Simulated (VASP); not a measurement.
The system is WSe4.

```
W Se
1.0
    -3.33888    3.33888    3.33888
     3.33888   -3.33888    3.33888
     3.33888    3.33888   -3.33888
W Se
1 4
Direct
  0.00000 0.00000 0.00000
  0.00000 0.63058 0.00000
  0.36942 0.36942 0.36942
  0.00000 0.00000 0.63058
  0.63058 0.00000 0.00000
```

```yaml
Program: VASP 6.6.1
Task: relaxation of cell and atoms
Functional: PBE
Potentials_or_basis: VASP PAW PBE potentials, release 64 (W_sv, Se)
Cutoff: 600 eV
k_mesh: 4 × 4 × 4
Occupations: gaussian, width 0.1 eV
Spin: no spin polarisation
```

At the start: pressure 20.3 GPa; volume 29.78 Å³/atom.

How do energy, volume and symmetry change on relaxing?

Over 9 steps the energy falls by 439.6 meV/atom and the volume is 34.04 Å³/atom (+14.3 %); space group I-43m (No. 217, to 0.05 Å).

The path:
```
step  energy change (eV)  largest force (eV/Å)  pressure (GPa)  volume (Å³)
   1              0.0000                5.9970           20.28       148.89
   2              3.8988                3.4797          -10.52       245.79
   3             -2.1013                0.9205           -2.77       175.69
   4             -2.1810                0.4177           -1.08       171.86
   5             -2.1963                0.0514            0.14       169.38
   6             -2.1959                0.1168           -0.09       169.81
   7             -2.1966                0.0107            0.32       169.43
   8             -2.1968                0.0246            0.21       169.53
   9             -2.1979                0.0215            0.18       170.20
```

Final structure:
```
W Se
1.0
    -3.49113    3.49113    3.49113
     3.49113   -3.49113    3.49113
     3.49113    3.49113   -3.49113
W Se
1 4
Direct
  0.00000 0.00000 0.00000
  0.00000 0.61392 0.00000
  0.38608 0.38608 0.38608
  0.00000 0.00000 0.61392
  0.61392 0.00000 0.00000
```
